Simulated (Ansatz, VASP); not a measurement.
**Si7Mo: VASP beside Ansatz**

The input INCAR:

```
  PREC = Accurate
  ENCUT = 600
  EDIFF = 1E-6
  ISMEAR = 0
  SIGMA = 0.2
  LREAL = F
  LASPH = T
  NELM = 60
  ALGO = Normal
  ISIF = 3
  LWAVE = F
  LCHARG = F
  GGA = PE
  IBRION = 2
  NSW = 36
  EDIFFG = -0.08
```

Contents of KPOINTS:

```
regular mesh
0
Gamma
  5 5 2
```

POSCAR

```
Si7Mo
1.0
    3.2000000000      0.0000000000      0.0000000000
    0.0000000000      3.2000000000      0.0000000000
    0.0000000000      0.0000000000     11.5600000000
Si Mo
7 1
Direct
    0.0000000000      0.0000000000      0.2500000000
    0.5000000000      0.5000000000      0.3750000000
    0.0000000000      0.0000000000      0.7500000000
    0.5000000000      0.5000000000      0.6250000000
    0.5000000000      0.5000000000      0.8750000000
    0.5000000000      0.5000000000      0.1250000000
    0.0000000000      0.0000000000      0.5000000000
    0.0000000000      0.0000000000      0.0000000000
```

Input for Ansatz:

```yaml
crystal:
  lattice:
    - [3.2, 0.0, 0.0]
    - [0.0, 3.2, 0.0]
    - [0.0, 0.0, 11.56]
  atoms:
    - { symbol: Si, position: [0.0, 0.0, 0.25] }
    - { symbol: Si, position: [0.5, 0.5, 0.375] }
    - { symbol: Si, position: [0.0, 0.0, 0.75] }
    - { symbol: Si, position: [0.5, 0.5, 0.625] }
    - { symbol: Si, position: [0.5, 0.5, 0.875] }
    - { symbol: Si, position: [0.5, 0.5, 0.125] }
    - { symbol: Si, position: [0.0, 0.0, 0.5] }
    - { symbol: Mo, position: [0.0, 0.0, 0.0] }
basis:
  ecutwfc: 420
kpoints:
  mp_grid: { grid: [5, 5, 2] }
hamiltonian:
  xc: pbe
scf:
  occupations: { method: gaussian, width: 0.2 }
  lower_state_search: "off"
output:
  forces: true
  stress: true
  eigenvalues: true
relax:
  adjacent_minimum: "off"
  f_tol: 0.08
  max_steps: 16
  cell: { stress_tol: 0.8 }
```

Alike in both runs: task relaxation of cell and atoms; functional PBE; k mesh 5 × 5 × 2; occupations gaussian, width 0.2 eV; no spin polarisation.

|  | VASP | Ansatz |
| --- | --- | --- |
| version | VASP 6.6.1 | Ansatz 0.2.0 |
| potentials or method | VASP PAW PBE potentials, release 64 (Si, Mo_sv), cutoff 600 eV | scalar-relativistic, plane waves, PAW |
| valence electrons in the cell | 42 | 42 |

|  | VASP | Ansatz | Ansatz less VASP |
| --- | --- | --- | --- |
| gap on the k mesh at the Fermi level, each at its own relaxed structure (eV) | none | none | - |
| relaxed volume (Å³/atom) | 14.30 | 14.32 | +0.016 |
| relaxed cell length with the largest relative difference (Å) | 10.552 | 10.581 | +0.0297 |

A gap of «none» marks a metal or a gap that the smearing closes.

The k mesh is coarse, so the values compare programs but aren't converged.
